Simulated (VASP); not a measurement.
A run of VASP 6.6.1 is set up as follows.

INCAR

```
PREC = Accurate
ENCUT = 520
EDIFF = 1E-7
ISMEAR = -1
SIGMA = 0.05
LREAL = False
LASPH = True
NELM = 150
ALGO = Normal
ISIF = 2
LWAVE = False
LCHARG = False
ISPIN = 2
MAGMOM = 2 0
LORBIT = 11
LMAXMIX = 4
GGA = PE
NBANDS = 18
```

Contents of KPOINTS:

```
Automatic mesh
0
Gamma
  11 11 10
```

File POSCAR:

```
CoO
1.0
    2.7979910480      0.0000000000      0.0000000000
   -1.3989955191      2.4231313233      0.0000000000
    0.0000000000      0.0000000000      2.7307006334
Co O
1 1
Direct
    0.0000000000      0.0000000000      0.0000000000
    0.6666666667      0.3333333333      0.5000000000
```

Potentials or basis: VASP PAW PBE potentials, release 64 (Co, O).

The run is started by

```console
$ cat potpaw_PBE.64/Co/POTCAR potpaw_PBE.64/O/POTCAR > POTCAR
$ mpirun -np 1 vasp_std > vasp.out
```

Problem. What does it give for the band gap on the k mesh?

Solution. Zero (filled and empty bands overlap).

Problem. Estimate the pressure.

Solution. 2.8 GPa.

Problem. Predict the site moments.

Solution. Co +2.54; O +0.41 μB.

Stress tensor (GPa, compression positive):
```
3.46 0.00 0.00
0.00 3.46 0.00
0.00 0.00 1.48
```

Caveat: a cell with one magnetic atom can't hold antiferromagnetic order, which such compounds often take; semilocal functionals often make such compounds metallic where correlation or magnetic order opens a gap, which also shifts bond lengths. With open d or f shells a metallic result of PBE can be an artefact of self-interaction; +U or a hybrid may open a gap.
